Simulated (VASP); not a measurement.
# FePt (Tetraferroplatinum) (P4/mmm) in VASP: settings compared

FePt (Tetraferroplatinum) is run at these levels: PBE, PBEsol; tasks: single point.

All numbers are computed with VASP 6.6.1; they aren't measurements. Logs are shortened: lines on timing, memory, paths and dates and some standing lists are left out, and cuts for length are marked.

## 1. The cell of the first run

It takes space group P4/mmm (No. 123, tetragonal). Conventional cell: a = 2.724 Å, b = 2.724 Å, c = 3.720 Å, α = 90.00°, β = 90.00°, γ = 90.00°. Pt (site symmetry 4/mmm) has 8 Fe at 2.68 Å and 4 Pt at 2.72 Å within 3.5 Å. Fe (site symmetry 4/mmm) has 8 Pt at 2.68 Å and 4 Fe at 2.72 Å within 3.5 Å.

## 2. Single point, PBE, collinear spin, ferromagnetic start

INCAR reads:

```
SYSTEM = FePt
PREC = Accurate ; ENCUT = 520
EDIFF = 1E-7 ; ISMEAR = 0
SIGMA = 0.024 ; LREAL = .False.
LASPH = .True. ; NELM = 150
ALGO = Normal ; ISIF = 2
LWAVE = .False. ; LCHARG = .False.
ISPIN = 2 ; MAGMOM = 0 3
LORBIT = 11 ; LMAXMIX = 4
GGA = PE ; NBANDS = 20
```

KPOINTS reads:

```
Automatic mesh
0
Gamma
  10 10 7
  0 0 0
```

POSCAR reads:

```
FePt
1.0
    2.7235000000      0.0000000000      0.0000000000
    0.0000000000      2.7235000000      0.0000000000
    0.0000000000      0.0000000000      3.7200000000
Pt Fe
1 1
Direct
    0.5000000000      0.5000000000      0.5000000000
    0.0000000000      0.0000000000      0.0000000000
```

Potentials or basis: VASP PAW PBE potentials, release 64 (Pt, Fe).

The run is started by

```
cat potpaw_PBE.64/Pt/POTCAR potpaw_PBE.64/Fe/POTCAR > POTCAR
mpirun -np 1 vasp_std > vasp.out
```

OUTCAR:

```text
SYSTEM = FePt
   PREC = Accurate
   ENCUT = 520
   EDIFF = 1E-7
   ISMEAR = 0
   LREAL = .False.
   LASPH = .True.
   NELM = 150
   ISIF = 2
   ISPIN = 2
   LORBIT = 11
   GGA = PE

 ion  position               nearest neighbor table
   1  0.500  0.500  0.500-   2 2.68   2 2.68   2 2.68   2 2.68   2 2.68   2 2.68   2 2.68   2 2.68

   2  0.000  0.000  0.000-   1 2.68   1 2.68   1 2.68   1 2.68   1 2.68   1 2.68   1 2.68   1 2.68

  LATTYP: Found a simple tetragonal cell.
 ALAT       =     2.7235000000
 C/A-ratio  =     1.3658894804

  Lattice vectors:

 A1 = (   2.7235000000,   0.0000000000,   0.0000000000)
 A2 = (   0.0000000000,   2.7235000000,   0.0000000000)
 A3 = (   0.0000000000,   0.0000000000,   3.7200000000)

Analysis of symmetry for initial positions (statically):
=====================================================================
 Subroutine PRICEL returns:
 Original cell was already a primitive cell.

 Routine SETGRP: Setting up the symmetry group for a
 simple tetragonal supercell.

 Subroutine GETGRP returns: Found 16 space group operations
 (whereof 16 operations were pure point group operations)
 out of a pool of 16 trial point group operations.

The static configuration has the point symmetry D_4h.

Analysis of symmetry for dynamics (positions and initial velocities):
=====================================================================
 Subroutine PRICEL returns:
 Original cell was already a primitive cell.

 Routine SETGRP: Setting up the symmetry group for a
 simple tetragonal supercell.

 Subroutine GETGRP returns: Found 16 space group operations
 (whereof 16 operations were pure point group operations)
 out of a pool of 16 trial point group operations.

The dynamic configuration has the point symmetry D_4h.

Analysis of structural, dynamic, and magnetic symmetry:
=====================================================================
 Subroutine PRICEL returns:
 Original cell was already a primitive cell.

 Routine SETGRP: Setting up the symmetry group for a
 simple tetragonal supercell.

 Subroutine GETGRP returns: Found 16 space group operations
 (whereof 16 operations were pure point group operations)
 out of a pool of 16 trial point group operations.

The overall configuration has the point symmetry D_4h.

 Subroutine INISYM returns: Found 16 space group operations
 (whereof 16 operations are pure point group operations),
 and found     1 'primitive' translations

----------------------------------------------------------------------------------------

                                     Primitive cell
[... 114 lines left out ...]
  Thomas-Fermi vector in A             =   2.540800
   LORBIT       =     11    0 simple, 1 ext, 2 COOP (PROOUT), +10 PAW based schemes
   GGA     = PE    functional components
   LHFCALC =     F    Hartree Fock is set to
   AEXX    =    0.0000 exact exchange contribution
   IVDW    =     0    specifies the selected vdW correction
   LEPSILON=     F    determine dielectric tensor
   LRPA    =     F    only Hartree local field effects (RPA)
 spin polarized calculation
 Gauss-broadening in eV      SIGMA  =   0.02
  energy-cutoff  :      520.00
  volume of cell :       27.59
 maximum number of plane-waves:       758
   NGX = 11   NGY = 11   NGZ = 13

 number of electron      17.9999997 magnetization       3.2618504

 Free energy of the ion-electron system (eV)
  ---------------------------------------------------
  ext. energy  EPLUGINS =         0.00000000
  ---------------------------------------------------
  free energy    TOTEN  =       -14.80066216 eV

  energy without entropy =      -14.80008303  energy(sigma->0) =      -14.80037259

 E-fermi :   8.7426     XC(G=0): -13.0584

 val. band max:        8.7389122773   @ k =   0.4000   0.4000   0.2857
 cond. band min:       8.7603238088   @ k =   0.5000   0.4000   0.2857
 fundamental gap:      0.0214115315
 Fermi energy:         8.7425622505

 spin component 1

 k-point     1 :       0.0000    0.0000    0.0000
  band No.  band energies     occupation
      1      -0.8868      1.00000
      2       2.3450      1.00000
      3       2.5269      1.00000
      4       5.2604      1.00000
      5       5.2604      1.00000
      6       5.7784      1.00000
[... 541 lines left out ...]
     19      31.7054      0.00000
     20      31.9352      0.00000

 [... further k-points ...]

 spin component 2

 k-point     1 :       0.0000    0.0000    0.0000
  band No.  band energies     occupation
      1      -0.7555      1.00000
      2       2.9182      1.00000
      3       2.9237      1.00000
      4       6.3290      1.00000
      5       6.3290      1.00000
      6       7.9097      1.00000
[... 541 lines left out ...]
     19      31.9162      0.00000
     20      32.2211      0.00000

 [... further k-points ...]

------------------------ aborting loop because EDIFF is reached ----------------------------------------

  FORCE on cell =-STRESS in cart. coord.  units (eV):
  Direction    XX          YY          ZZ          XY          YZ          ZX
  --------------------------------------------------------------------------------------
  -------------------------------------------------------------------------------------
  Total        0.4634817      0.4634817      0.5546971      0.0000000      0.0000000     -0.0000000
  in kB       26.9119666     26.9119666     32.2083746      0.0000000      0.0000000     -0.0000000
  external PRESSURE =      28.6774359 kB  Pullay stress =       0.0000000 kB

 VOLUME and BASIS-vectors are now :
 -----------------------------------------------------------------------------
  energy-cutoff  :      520.00
  volume of cell :       27.59
      direct lattice vectors                 reciprocal lattice vectors
     2.723500000  0.000000000  0.000000000     0.367174592  0.000000000  0.000000000
     0.000000000  2.723500000  0.000000000     0.000000000  0.367174592  0.000000000
     0.000000000  0.000000000  3.720000000     0.000000000  0.000000000  0.268817204

 POSITION                                       TOTAL-FORCE (eV/Angst)
 -----------------------------------------------------------------------------------
      1.36175      1.36175      1.86000         0.000000      0.000000      0.000000
      0.00000      0.00000      0.00000         0.000000      0.000000      0.000000
 -----------------------------------------------------------------------------------
    total drift:                               -0.000000      0.000000      0.000000

  FREE ENERGIE OF THE ION-ELECTRON SYSTEM (eV)
  ---------------------------------------------------
  free  energy   TOTEN  =       -14.8006621611 eV

  energy  without entropy=      -14.8000830255  energy(sigma->0) =      -14.80037259

 total charge

# of ion       s       p       d       tot
------------------------------------------
    1        0.714   0.667   8.054   9.435
    2        0.409   0.453   6.125   6.987
--------------------------------------------------
tot          1.123   1.119  14.179  16.422

 magnetization (x)

# of ion       s       p       d       tot
------------------------------------------
    1       -0.026  -0.068   0.422   0.328
    2        0.004  -0.008   2.915   2.912
--------------------------------------------------
tot         -0.022  -0.076   3.338   3.240
```

OSZICAR:

```text
N       E                     dE             d eps       ncg     rms          rms(c)
DAV:   1     0.921108223987E+02    0.92111E+02   -0.83722E+03  7176   0.993E+02
DAV:   2    -0.124442170569E+02   -0.10456E+03   -0.92585E+02  6864   0.216E+02
DAV:   3    -0.161681039168E+02   -0.37239E+01   -0.36177E+01  7828   0.466E+01
DAV:   4    -0.162111955116E+02   -0.43092E-01   -0.43061E-01  7548   0.426E+00
DAV:   5    -0.162123444725E+02   -0.11490E-02   -0.11489E-02  7992   0.779E-01    0.168E+01
DAV:   6    -0.174323012191E+02   -0.12200E+01   -0.11049E+01  7504   0.634E+01    0.245E+01
DAV:   7    -0.149460819597E+02    0.24862E+01   -0.77168E+00  8664   0.600E+01    0.853E+00
DAV:   8    -0.148805257556E+02    0.65556E-01   -0.33005E-01  8368   0.762E+00    0.392E+00
DAV:   9    -0.148089453695E+02    0.71580E-01   -0.89997E-02  9740   0.555E+00    0.165E+00
DAV:  10    -0.148014281832E+02    0.75172E-02   -0.25914E-02 10160   0.241E+00    0.642E-01
DAV:  11    -0.148006565763E+02    0.77161E-03   -0.21832E-03  9508   0.618E-01    0.263E-01
DAV:  12    -0.148006676636E+02   -0.11087E-04   -0.19069E-04  8376   0.147E-01    0.863E-02
DAV:  13    -0.148006651823E+02    0.24813E-05   -0.25632E-05  8064   0.495E-02    0.431E-02
DAV:  14    -0.148006608496E+02    0.43327E-05   -0.11132E-05  9616   0.564E-02    0.141E-02
DAV:  15    -0.148006618940E+02   -0.10444E-05   -0.17010E-06  8884   0.156E-02    0.491E-03
DAV:  16    -0.148006621177E+02   -0.22364E-06   -0.23592E-07  5988   0.836E-03    0.162E-03
DAV:  17    -0.148006621611E+02   -0.43438E-07   -0.54956E-08  3820   0.225E-03
   1 F= -.14800662E+02 E0= -.14800373E+02  d E =-.579136E-03  mag=     3.2617
```

Run time: 2.7 min. Hardware: 1 thread of Oxide Virtual Turin-like, shared host; peak memory 0.17 GiB.

What came out:

```
Free energy                                           : -14.8007 eV
Pressure                                              : 2.9 GPa
Net moment                                            : 3.26 μB per cell
Site moments                                          : Pt +0.33; Fe +2.91 μB
Valence electrons inside the program's atomic spheres : Pt 9.44; Fe 6.99
```

Levels at points of the mesh, in eV from the Fermi level:
Spin up:
| k point | band 7 | band 8 | band 9 | band 10 | band 11 | band 12 | band 13 | band 14 | band 15 | band 16 |
| --- | --- | --- | --- | --- | --- | --- | --- | --- | --- | --- |
| (0.00, 0.00, 0.00) | -2.17 | -1.98 | -0.57 | -0.43 | -0.43 | 2.25 | 9.72 | 11.63 | 11.63 | 17.17 |
| (0.50, 0.00, 0.00) | -2.73 | -2.57 | -2.19 | -1.67 | 0.09 | 1.98 | 10.42 | 10.52 | 12.50 | 13.24 |
| (0.50, 0.50, 0.00) | -0.58 | -0.51 | -0.51 | 0.51 | 1.58 | 1.58 | 7.55 | 9.99 | 10.85 | 12.32 |
Spin down:
| k point | band 4 | band 5 | band 6 | band 7 | band 8 | band 9 | band 10 | band 11 | band 12 | band 13 |
| --- | --- | --- | --- | --- | --- | --- | --- | --- | --- | --- |
| (0.00, 0.00, 0.00) | -2.41 | -2.41 | -0.83 | -0.81 | 0.56 | 1.62 | 1.62 | 1.65 | 2.42 | 10.57 |
| (0.50, 0.00, 0.00) | -3.52 | -2.50 | -1.42 | -1.23 | -0.92 | 0.49 | 0.64 | 2.32 | 2.53 | 11.19 |
| (0.50, 0.50, 0.00) | -4.81 | 0.89 | 1.20 | 1.62 | 1.68 | 1.69 | 1.69 | 1.70 | 1.70 | 8.36 |

Caveat: spin-orbit coupling is left out, which moves the levels of the heavy elements.

## 3. Single point, PBE, collinear spin, ferromagnetic start

INCAR reads:

```
SYSTEM = FePt
PREC     = Accurate       ! precision mode
ENCUT    = 520            ! plane-wave cutoff, eV
EDIFF    = 1E-6           ! SCF threshold, eV
ISMEAR   = 0              ! smearing method
SIGMA    = 0.013000000000000001 ! smearing width, eV
LREAL    = .False.        ! projectors in reciprocal space
LASPH    = .True.         ! aspherical terms in the spheres
NELM     = 150            ! most SCF steps
ALGO     = Normal         ! electronic algorithm
ISIF     = 2              ! what is computed and relaxed
LWAVE    = .False.        ! write WAVECAR
LCHARG   = .False.        ! write CHGCAR
ISPIN    = 2              ! spin polarisation
MAGMOM   = 0 3            ! initial moments
LORBIT   = 11             ! projections on sites
LMAXMIX  = 4              ! l up to which the mixer works
GGA      = PE             ! functional
NBANDS   = 20             ! bands
```

KPOINTS reads:

```
regular mesh
0
Gamma
  10 10 7
  0 0 0
```

POSCAR is that of step 2.

Potentials or basis: VASP PAW PBE potentials, release 64 (Pt, Fe).

The run is started by

```
cat potpaw_PBE.64/Pt/POTCAR potpaw_PBE.64/Fe/POTCAR > POTCAR
mpirun -np 1 vasp_std > vasp.out
```

Wall time 2.2 min (1 thread of Oxide Virtual Turin-like, shared host); peak memory 0.17 GiB.

The run converged. Its results:

```yaml
Free_energy: -14.8004 eV
Pressure: 2.8 GPa
Net_moment: 3.25 μB per cell
Site_moments: Pt +0.32; Fe +2.91 μB
Valence_electrons_inside_the_program's_atomic_spheres: Pt 9.44; Fe 6.99
```

Stress tensor (GPa, compression positive):
```
2.56 0.00 0.00
0.00 2.56 0.00
0.00 0.00 3.17
```

Levels at points of the mesh, in eV from the Fermi level:
Spin up:
| k point | band 7 | band 8 | band 9 | band 10 | band 11 | band 12 | band 13 | band 14 | band 15 | band 16 |
| --- | --- | --- | --- | --- | --- | --- | --- | --- | --- | --- |
| (0.00, 0.00, 0.00) | -2.17 | -1.98 | -0.57 | -0.43 | -0.43 | 2.25 | 9.73 | 11.63 | 11.63 | 17.18 |
| (0.50, 0.00, 0.00) | -2.73 | -2.56 | -2.18 | -1.67 | 0.10 | 1.98 | 10.42 | 10.52 | 12.51 | 13.24 |
| (0.50, 0.50, 0.00) | -0.58 | -0.51 | -0.51 | 0.50 | 1.58 | 1.58 | 7.55 | 9.99 | 10.85 | 12.32 |
Spin down:
| k point | band 5 | band 6 | band 7 | band 8 | band 9 | band 10 | band 11 | band 12 |
| --- | --- | --- | --- | --- | --- | --- | --- | --- |
| (0.00, 0.00, 0.00) | -2.42 | -0.83 | -0.82 | 0.56 | 1.62 | 1.62 | 1.65 | 2.42 |
| (0.50, 0.00, 0.00) | -2.51 | -1.42 | -1.23 | -0.92 | 0.49 | 0.64 | 2.31 | 2.53 |
| (0.50, 0.50, 0.00) | 0.88 | 1.20 | 1.62 | 1.69 | 1.69 | 1.69 | 1.70 | 1.70 |

Caveat: spin-orbit coupling is left out, which moves the levels of the heavy elements.

## 4. Single point, PBE, collinear spin, ferromagnetic start

INCAR reads:

```
SYSTEM = FePt
PREC = Accurate ; ENCUT = 520
EDIFF = 1E-7 ; ISMEAR = 0
SIGMA = 0.025 ; LREAL = .FALSE.
LASPH = .TRUE. ; NELM = 150
ALGO = Normal ; ISIF = 2
LWAVE = .FALSE. ; LCHARG = .TRUE.
ISPIN = 2 ; MAGMOM = 0 3
LORBIT = 11 ; LMAXMIX = 4
GGA = PE ; LELF = .TRUE.
LVHAR = .TRUE. ; NBANDS = 20
```

KPOINTS reads:

```
regular mesh
0
G
  10 10 7
  0 0 0
```

POSCAR is that of step 3.

The run is started by

```
cat potpaw_PBE.64/Pt/POTCAR potpaw_PBE.64/Fe/POTCAR > POTCAR
mpirun -np 1 vasp_std > vasp.out
```

Run time: 2.6 min. Hardware: 1 thread of Oxide Virtual Turin-like, shared host; peak memory 0.16 GiB.

The run converged. Its results:

| Item | Value |
| --- | --- |
| Free energy | -14.8007 eV |
| Pressure | 2.9 GPa |
| Net moment | 3.26 μB per cell |
| Site moments | Pt +0.33; Fe +2.91 μB |
| Valence electrons inside the program's atomic spheres | Pt 9.44; Fe 6.99 |

Stress tensor (GPa, compression positive):
```
2.70 0.00 0.00
0.00 2.70 0.00
0.00 0.00 3.22
```

Levels at points of the mesh, in eV from the Fermi level:
Spin up:
| k point | band 7 | band 8 | band 9 | band 10 | band 11 | band 12 | band 13 | band 14 | band 15 | band 16 |
| --- | --- | --- | --- | --- | --- | --- | --- | --- | --- | --- |
| (0.00, 0.00, 0.00) | -2.17 | -1.98 | -0.57 | -0.43 | -0.43 | 2.25 | 9.72 | 11.63 | 11.63 | 17.17 |
| (0.50, 0.00, 0.00) | -2.73 | -2.57 | -2.19 | -1.67 | 0.09 | 1.98 | 10.42 | 10.52 | 12.50 | 13.24 |
| (0.50, 0.50, 0.00) | -0.58 | -0.51 | -0.51 | 0.51 | 1.58 | 1.58 | 7.55 | 9.99 | 10.85 | 12.32 |
Spin down:
```csv
k point,band 5,band 6,band 7,band 8,band 9,band 10,band 11,band 12
"(0.00, 0.00, 0.00)",-2.41,-0.83,-0.81,0.56,1.62,1.62,1.65,2.43
"(0.50, 0.00, 0.00)",-2.50,-1.42,-1.23,-0.92,0.49,0.64,2.32,2.53
"(0.50, 0.50, 0.00)",0.89,1.20,1.62,1.68,1.69,1.69,1.70,1.70
```

Caveat: spin-orbit coupling is left out, which moves the levels of the heavy elements.

## 5. Single point, PBEsol, non-collinear spin, typed start, spin-orbit coupling

INCAR reads:

```
ALGO = Fast ; EDIFF = 1E-6
ENCUT = 520 ; GGA = PS
GGA_COMPAT = F ; ISIF = 2
ISMEAR = -1 ; LASPH = T
LCHARG = F ; LMAXMIX = 4
LORBIT = 11 ; LORBMOM = T
LREAL = F ; LSORBIT = T
LWAVE = F ; MAGMOM = 0 0 0 3 0 0
NBANDS = 30 ; NELM = 150
PREC = Accurate ; SIGMA = 0.05
```

KPOINTS reads:

```
k-points
0
Gamma
  7 7 5
```

POSCAR is that of step 4.

The run is started by

```
cat potpaw_PBE.64/Pt/POTCAR potpaw_PBE.64/Fe/POTCAR > POTCAR
mpirun -np 1 vasp_ncl > vasp.out
```

It took 7.7 min on 1 thread of Oxide Virtual Turin-like, shared host; peak memory 0.22 GiB.

It converged, with:

| Property | Result |
| --- | --- |
| Free energy | -16.6291 eV |
| Pressure | -6.3 GPa |
| Net moment | 3.24 μB per cell |
| Valence electrons inside the program's atomic spheres | Pt 9.41; Fe 7.00 |

Stress tensor (GPa, compression positive):
```
-6.78  0.00  0.00
 0.00 -6.73  0.00
 0.00  0.00 -5.41
```

Moments on the atoms (μB; x, y, z):
```
Pt  0.31 0.00 0.00
Fe  2.90 0.00 0.00
```

Caveat: the PAW data sets were made with another functional, which shifts forces and pressure a little.

## 6. The runs side by side

| level | spin | k mesh | smearing | gap on the mesh (eV) | pressure (GPa) | moment (μB) |
| --- | --- | --- | --- | --- | --- | --- |
| PBE | collinear, ferromagnetic start | 10 × 10 × 7 | gaussian 0.024 eV | none | 2.9 | 3.26 |
| PBE | collinear, ferromagnetic start | 10 × 10 × 7 | gaussian 0.013 eV | none | 2.8 | 3.25 |
| PBE | collinear, ferromagnetic start | 10 × 10 × 7 | gaussian 0.025 eV | none | 2.9 | 3.26 |
| PBEsol | non-collinear, typed start, SOC | 7 × 7 × 5 | fermi-dirac 0.05 eV | - | -6.3 | 3.24 |

Alike in all rows: task single point; potentials or basis VASP PAW PBE potentials, release 64 (Pt, Fe); cell as given; cutoff (eV) 520.

Every run on the cell as given and a fine mesh finds a metal. The pressure there spans -6.3 GPa (PBEsol) to 2.9 GPa (PBE); a positive pressure means that this level wants a larger cell, a negative one a smaller.

Caveats: spin-orbit coupling is left out, which moves the levels of the heavy elements (some runs); the PAW data sets were made with another functional, which shifts forces and pressure a little (some runs).

Total energies depend on the potentials used, so only differences within one code and one set of settings carry meaning.
